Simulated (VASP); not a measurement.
Set up this calculation in VASP 6.6.1, as the native input.

| Quantity | Value |
| --- | --- |
| Task | single point |
| Functional | PBEsol |
| Potentials or basis | VASP PAW PBE potentials, release 64 (Al, Ru_pv) |
| Cutoff | 520 eV |
| k mesh | 18 × 18 × 18 |
| Occupations | gaussian, width 0.1 eV |
| Spin | no spin polarisation |
| Dipole correction | no |
| Further INCAR settings | ALGO = Fast; EDIFF = 1e-06; NBANDS = 16 |

The structure of AlRu lies in POSCAR:

```
AlRu
1.0
    2.8870250209      0.0000000000      0.0000000000
    0.0000000000      3.0053909388      0.0000000000
    0.0000000000      0.0000000000      3.0053909388
Al Ru
1 1
Direct
    0.0000000000      0.0000000000      0.0000000000
    0.5000000000      0.5000000000      0.5000000000
```

This cell differs from its parent crystal: uniaxial strain along a: -3.0 %, then relaxed in part.

One way to write it, as run:

INCAR

```
  PREC = Accurate
  ENCUT = 520
  EDIFF = 1E-6
  ISMEAR = 0
  SIGMA = 0.1
  LREAL = False
  LASPH = True
  NELM = 100
  ALGO = Fast
  ISIF = 2
  LWAVE = False
  LCHARG = False
  GGA = PS
  NBANDS = 16
```

KPOINTS

```
regular mesh
0
Gamma
  18 18 18
```

Potentials or basis: VASP PAW PBE potentials, release 64 (Al, Ru_pv).

Command:

```sh
$ cat potpaw_PBE.64/Al/POTCAR potpaw_PBE.64/Ru_pv/POTCAR > POTCAR
$ mpirun -np 1 vasp_std > vasp.out
```

Results of the run:

```
Pressure : 2.7 GPa
```

Caveat: the cell differs from its parent crystal (uniaxial strain along a: -3.0 %, then relaxed in part); the PAW data sets were made with another functional, which shifts forces and pressure a little.

Wall time 85 s on 1 thread of Intel(R) Xeon(R) 6975P-C (Granite Rapids) (shared host), peak memory 0.32 GiB.
